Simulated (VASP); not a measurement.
# YMg2O2 (P6/mmm) in VASP: single point with PBE

Aim: the single point of YMg2O2 with PBE.

All numbers are computed with VASP 6.6.1; they aren't measurements. Logs are shortened: lines on timing, memory, paths and dates and some standing lists are left out, and cuts for length are marked.

## 1. The cell of the first run

It takes space group P6/mmm (No. 191, hexagonal). Conventional cell: a = 4.174 Å, b = 4.174 Å, c = 5.777 Å, α = 90.00°, β = 90.00°, γ = 120.00°. Within 2.9 Å of Y (site symmetry 6/mmm) lie 2 O at 2.20 Å. Within 3.2 Å of Mg (site symmetry -6m2) lie 3 Mg at 2.41 Å and 6 O at 2.51 Å. O (site symmetry 6mm) has 1 O at 1.38 Å within 1.8 Å.

The cell was built from a structure type or drawn by symmetry, and may not be a known phase.

## 2. Single point, PBE

Contents of INCAR:

```
SYSTEM = YMg2O2
ALGO = Normal
EDIFF = 1E-7
ENCUT = 520
GGA = PE
ISIF = 2
ISMEAR = 0
LASPH = .True.
LCHARG = .False.
LREAL = .False.
LWAVE = .False.
NBANDS = 22
NELM = 80
PREC = Accurate
SIGMA = 0.1
```

Contents of KPOINTS:

```
k-points
0
Gamma
  6 6 4
  0 0 0
```

Contents of POSCAR:

```
YMg2O2
1.0
    4.1744957700      0.0000000000      0.0000000000
   -2.0872478900      3.6152193900      0.0000000000
    0.0000000000      0.0000000000      5.7774005300
Y Mg O
1 2 2
Direct
    0.0000000000      0.0000000000      0.5000000000
    0.3333333300      0.6666666700      0.0000000000
    0.6666666700      0.3333333300      0.0000000000
    0.0000000000      0.0000000000      0.8808851700
    0.0000000000      0.0000000000      0.1191148300
```

Potentials or basis: VASP PAW PBE potentials, release 64 (Y_sv, Mg, O).

On the command line:

```sh
$ cat potpaw_PBE.64/Y_sv/POTCAR potpaw_PBE.64/Mg/POTCAR potpaw_PBE.64/O/POTCAR > POTCAR
$ mpirun -np 1 vasp_std > vasp.out
```

OUTCAR:

```text
SYSTEM = YMg2O2
   EDIFF = 1E-7
   ENCUT = 520
   GGA = PE
   ISIF = 2
   ISMEAR = 0
   LASPH = .True.
   LREAL = .False.
   NELM = 80
   PREC = Accurate

 ion  position               nearest neighbor table
   1  0.000  0.000  0.500-   4 2.20   5 2.20   2 3.76   3 3.76   2 3.76   3 3.76   3 3.76   3 3.76
                             2 3.76   2 3.76   3 3.76   3 3.76   2 3.76   2 3.76
   2  0.333  0.667  0.000-   3 2.41   3 2.41   3 2.41   5 2.51   4 2.51   5 2.51   4 2.51   5 2.51
                             4 2.51   1 3.76   1 3.76   1 3.76   1 3.76   1 3.76   1 3.76
   3  0.667  0.333  0.000-   2 2.41   2 2.41   2 2.41   5 2.51   4 2.51   4 2.51   5 2.51   4 2.51
                             5 2.51   1 3.76   1 3.76   1 3.76   1 3.76   1 3.76   1 3.76
   4  0.000  0.000  0.881-   5 1.38   1 2.20   3 2.51   2 2.51   3 2.51   2 2.51   3 2.51   2 2.51

   5  0.000  0.000  0.119-   4 1.38   1 2.20   3 2.51   2 2.51   3 2.51   2 2.51   3 2.51   2 2.51

  LATTYP: Found a hexagonal cell.
 ALAT       =     4.1744957700
 C/A-ratio  =     1.3839756580

  Lattice vectors:

 A1 = (   4.1744957700,   0.0000000000,   0.0000000000)
 A2 = (  -2.0872478900,   3.6152193900,   0.0000000000)
 A3 = (   0.0000000000,   0.0000000000,   5.7774005300)

Analysis of symmetry for initial positions (statically):
=====================================================================
 Subroutine PRICEL returns:
 Original cell was already a primitive cell.

 Routine SETGRP: Setting up the symmetry group for a
 hexagonal supercell.

 Subroutine GETGRP returns: Found 24 space group operations
 (whereof 24 operations were pure point group operations)
 out of a pool of 24 trial point group operations.

The static configuration has the point symmetry D_6h.

Analysis of symmetry for dynamics (positions and initial velocities):
=====================================================================
 Subroutine PRICEL returns:
 Original cell was already a primitive cell.

 Routine SETGRP: Setting up the symmetry group for a
 hexagonal supercell.

 Subroutine GETGRP returns: Found 24 space group operations
 (whereof 24 operations were pure point group operations)
 out of a pool of 24 trial point group operations.

The dynamic configuration has the point symmetry D_6h.

 Subroutine INISYM returns: Found 24 space group operations
 (whereof 24 operations are pure point group operations),
 and found     1 'primitive' translations

----------------------------------------------------------------------------------------

                                     Primitive cell

  volume of cell :      87.1909

  direct lattice vectors                    reciprocal lattice vectors
     4.174495770  0.000000000  0.000000000     0.239549889  0.138304193  0.000000000
    -2.087247890  3.615219390  0.000000000     0.000000000  0.276608386  0.000000000
     0.000000000  0.000000000  5.777400530     0.000000000  0.000000000  0.173088225

  length of vectors
     4.174495770  4.174495777  5.777400530     0.276608386  0.276608386  0.173088225

  position of ions in fractional coordinates (direct lattice)
     0.000000000  0.000000000  0.500000000
     0.333333330  0.666666670  0.000000000
     0.666666670  0.333333330  0.000000000
     0.000000000  0.000000000  0.880885170
     0.000000000  0.000000000  0.119114830

  ion indices of the primitive-cell ions
   primitive index   ion index
                 1           1
                 2           2
                 3           3
                 4           4
                 5           5

----------------------------------------------------------------------------------------

 KPOINTS: k-points

Automatic generation of k-mesh.
 Grid dimensions read from file:
 generate k-points for:    6    6    4

 Generating k-lattice:

  Cartesian coordinates                     Fractional coordinates (reciprocal lattice)
     0.039924982  0.023050699  0.000000000     0.166666667 -0.000000000  0.000000000
     0.000000000  0.046101398  0.000000000     0.000000000  0.166666667  0.000000000
     0.000000000  0.000000000  0.043272056     0.000000000  0.000000000  0.250000000

  Length of vectors
     0.046101398  0.046101398  0.043272056

  Shift w.r.t. Gamma in fractional coordinates (k-lattice)
     0.000000000  0.000000000  0.000000000

 Subroutine IBZKPT returns following result:
 ===========================================

 Found     21 irreducible k-points:

 Following reciprocal coordinates:
            Coordinates               Weight
  0.000000  0.000000  0.000000      1.000000
  0.166667  0.000000  0.000000      6.000000
  0.333333  0.000000  0.000000      6.000000
  0.500000  0.000000  0.000000      3.000000
  0.166667  0.166667  0.000000      6.000000
  0.333333  0.166667  0.000000     12.000000
[... 13 lines left out ...]
  0.333333  0.166667  0.500000     12.000000
  0.333333  0.333333  0.500000      2.000000
   k-points           NKPTS =     21   k-points in BZ     NKDIM =     21   number of bands    NBANDS=     22
   number of dos      NEDOS =    301   number of ions     NIONS =      5
   total plane-waves  NPLWV =  49152
   dimension x,y,z NGX =    32 NGY =   32 NGZ =   48
   dimension x,y,z NGXF=    64 NGYF=   64 NGZF=   96
   ions per type =               1   2   2
   NGX,Y,Z   is equivalent  to a cutoff of  12.74, 12.74, 13.81 a.u.
   NGXF,Y,Z  is equivalent  to a cutoff of  25.49, 25.49, 27.62 a.u.
 SYSTEM =  YMg2O2
   PREC   = accura    normal or accurate (medium, high low for compatibility)
   ISTART =      0    job   : 0-new  1-cont  2-samecut
   ICHARG =      2    charge: 1-file 2-atom 10-const
   ISPIN  =      1    spin polarized calculation?
   LNONCOLLINEAR =      F non collinear calculations
   LSORBIT =      F    spin-orbit coupling
   LASPH  =      T    aspherical Exc in radial PAW
   ENCUT  =  520.0 eV  38.22 Ry    6.18 a.u.   7.76  7.76 10.74*2*pi/ulx,y,z
   NELM   =     80;   NELMIN=  2; NELMDL= -5     # of ELM steps
   EDIFF  = 0.1E-06   stopping-criterion for ELM
   LREAL  =      F    real-space projection
   EDIFFG = 0.1E-05   stopping-criterion for IOM
   NSW    =      0    number of steps for IOM
   IBRION =     -1    ionic relax: 0-MD 1-quasi-New 2-CG
   NFREE  =      0    steps in history (QN), initial steepest desc. (CG)
   ISIF   =      2    stress and relaxation
   ISYM   =      2    0-nonsym 1-usesym 2-fastsym
   POTIM  = 0.5000    time-step for ionic-motion
   TEBEG  =    0.0;   TEEND  =   0.0 temperature during run
   PSTRESS=    0.0 pullay stress
   NELECT =      27.0000    total number of electrons
   NUPDOWN=      -1.0000    fix difference up-down
   EMIN   =  10.00;   EMAX   =-10.00  energy-range for DOS
   EFERMI =   0.00;   METHOD = LEGACY
   ISMEAR =     0;   SIGMA  =   0.10  broadening in eV -4-tet -1-fermi 0-gaus
   EFERMI_NEDOS =   21; number of points for ismear=-14 and -15
   IALGO  =     38    algorithm
   IMIX   =      4    mixing-type and parameters
     AMIX     =   0.40;   BMIX     =  1.00
     AMIX_MAG =   1.60;   BMIX_MAG =  1.00
  volume/ion in A,a.u.               =      17.44       117.68
  Fermi-wavevector in a.u.,A,eV,Ry     =   1.107573  2.093010 16.690511  1.226718
  Thomas-Fermi vector in A             =   2.244089
   LORBIT       =      0    0 simple, 1 ext, 2 COOP (PROOUT), +10 PAW based schemes
   GGA     = PE    functional components
   LHFCALC =     F    Hartree Fock is set to
   AEXX    =    0.0000 exact exchange contribution
   IVDW    =     0    specifies the selected vdW correction
   LEPSILON=     F    determine dielectric tensor
   LRPA    =     F    only Hartree local field effects (RPA)
 non-spin polarized calculation
 Gauss-broadening in eV      SIGMA  =   0.10
  energy-cutoff  :      520.00
  volume of cell :       87.19
 maximum number of plane-waves:      2374
 NGX is ok and might be reduce to    32
   NGX = 15   NGY = 15   NGZ = 21

 number of electron      26.9999989 magnetization

 Free energy of the ion-electron system (eV)
  ---------------------------------------------------
  ext. energy  EPLUGINS =         0.00000000
  ---------------------------------------------------
  free energy    TOTEN  =       -19.04223178 eV

  energy without entropy =      -19.02139369  energy(sigma->0) =      -19.03181274

 E-fermi :   4.3643     XC(G=0):  -9.4787

 val. band max:        4.3506589734   @ k =   0.3333   0.1667   0.5000
 cond. band min:       4.3792405509   @ k =   0.3333   0.1667   0.2500
 fundamental gap:      0.0285815774
 Fermi energy:         4.3642639729

 k-point     1 :       0.0000    0.0000    0.0000
  band No.  band energies     occupation
      1     -39.6918      2.00000
      2     -21.9580      2.00000
      3     -20.2414      2.00000
      4     -19.4934      2.00000
      5     -19.4934      2.00000
      6     -13.0427      2.00000
[... 14 lines left out ...]
     21       7.4601      0.00000
     22       9.8784      0.00000

 k-point     2 :       0.1667    0.0000    0.0000
  band No.  band energies     occupation
      1     -39.6906      2.00000
      2     -21.9495      2.00000
      3     -20.2380      2.00000
      4     -19.5143      2.00000
      5     -19.4986      2.00000
      6     -13.0359      2.00000
[... 14 lines left out ...]
     21       7.6894      0.00000
     22      10.1304      0.00000

 k-point     3 :       0.3333    0.0000    0.0000
  band No.  band energies     occupation
      1     -39.6882      2.00000
      2     -21.9322      2.00000
      3     -20.2312      2.00000
      4     -19.5556      2.00000
      5     -19.5088      2.00000
      6     -13.0224      2.00000
[... 14 lines left out ...]
     21       8.0469      0.00000
     22       9.2333      0.00000
[... 401 lines left out ...]
 k-point    20 :       0.3333    0.1667    0.5000
  band No.  band energies     occupation
      1     -39.6867      2.00000
      2     -22.2078      2.00000
      3     -19.6278      2.00000
      4     -19.5649      2.00000
      5     -19.5239      2.00000
      6     -13.8745      2.00000
[... 14 lines left out ...]
     21       7.8660      0.00000
     22       9.3164      0.00000

 k-point    21 :       0.3333    0.3333    0.5000
  band No.  band energies     occupation
      1     -39.6861      2.00000
      2     -22.2035      2.00000
      3     -19.6266      2.00000
      4     -19.5508      2.00000
      5     -19.5508      2.00000
      6     -13.8699      2.00000
[... 14 lines left out ...]
     21       8.3659      0.00000
     22       8.3659      0.00000

------------------------ aborting loop because EDIFF is reached ----------------------------------------

  FORCE on cell =-STRESS in cart. coord.  units (eV):
  Direction    XX          YY          ZZ          XY          YZ          ZX
  --------------------------------------------------------------------------------------
  -------------------------------------------------------------------------------------
  Total       11.2747468     11.2747469     -1.1439610     -0.0000000     -0.0000000      0.0000000
  in kB      207.1792334    207.1792340    -21.0208684     -0.0000003     -0.0000000      0.0000000
  external PRESSURE =     131.1125330 kB  Pullay stress =       0.0000000 kB

 VOLUME and BASIS-vectors are now :
 -----------------------------------------------------------------------------
  energy-cutoff  :      520.00
  volume of cell :       87.19
      direct lattice vectors                 reciprocal lattice vectors
     4.174495770  0.000000000  0.000000000     0.239549889  0.138304193  0.000000000
    -2.087247890  3.615219390  0.000000000     0.000000000  0.276608386  0.000000000
     0.000000000  0.000000000  5.777400530     0.000000000  0.000000000  0.173088225

 POSITION                                       TOTAL-FORCE (eV/Angst)
 -----------------------------------------------------------------------------------
      0.00000      0.00000      2.88870        -0.000000      0.000000      0.000000
     -0.00000      2.41015      0.00000         0.000000     -0.000000      0.000000
      2.08725      1.20507      0.00000        -0.000000      0.000000      0.000000
      0.00000      0.00000      5.08923         0.000000      0.000000     -1.063302
      0.00000      0.00000      0.68817         0.000000     -0.000000      1.063302
 -----------------------------------------------------------------------------------
    total drift:                                0.000000     -0.000000      0.000000

  FREE ENERGIE OF THE ION-ELECTRON SYSTEM (eV)
  ---------------------------------------------------
  free  energy   TOTEN  =       -19.0422317772 eV

  energy  without entropy=      -19.0213936940  energy(sigma->0) =      -19.03181274
```

Wall time 77 s (1 thread of Intel Xeon 8259CL, shared host); peak memory 0.24 GiB.

What came out:

```yaml
Free_energy: -19.0422 eV
Pressure: 13.1 GPa
Largest_force: 1.063 eV/Å
Band_gap_on_the_k_mesh: zero (an odd number of electrons rules out a gap without spin polarisation)
```

Forces on the atoms (eV/Å):
```
Y    0.000  0.000  0.000
Mg   0.000  0.000  0.000
Mg   0.000  0.000  0.000
O    0.000  0.000 -1.063
O    0.000  0.000  1.063
```

Caveat: the cell stands under pressure; an odd number of electrons without spin polarisation forces a metal; a magnetic or distorted state may lie lower.
